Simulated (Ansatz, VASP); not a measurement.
Two plane-wave programs on Pt

```xyz
1
Lattice="0.0000 1.9615 1.9615 1.9615 0.0000 1.9615 1.9615 1.9615 0.0000" Properties=species:S:1:pos:R:3 pbc="T T T"
Pt    0.0000    0.0000    0.0000
```

Alike in both runs: task relaxation of cell and atoms; functional r2SCAN; k mesh 14 × 14 × 14; occupations fermi-dirac, width 0.1 eV; no spin polarisation.

|  | VASP | Ansatz |
| --- | --- | --- |
| version | VASP 6.6.1 | Ansatz 0.2.0 |
| potentials or method | VASP PAW PBE potentials, release 64 (Pt), cutoff 600 eV | plane waves (500 eV) with PAW, scalar-relativistic |
| valence electrons in the cell | 10 | 18 |

```csv
,VASP,Ansatz,Ansatz less VASP
relaxed volume (Å³/atom),15.35,15.30,-0.046
relaxed cell length with the largest relative difference (Å),2.790,2.787,-0.0028
```

VASP's potentials were made for PBE, not for r2SCAN. VASP's potentials hold 10 valence electrons a cell and Ansatz's 18, so a difference there can come from the potentials and not from the codes.

Neither program's run includes spin-orbit coupling.
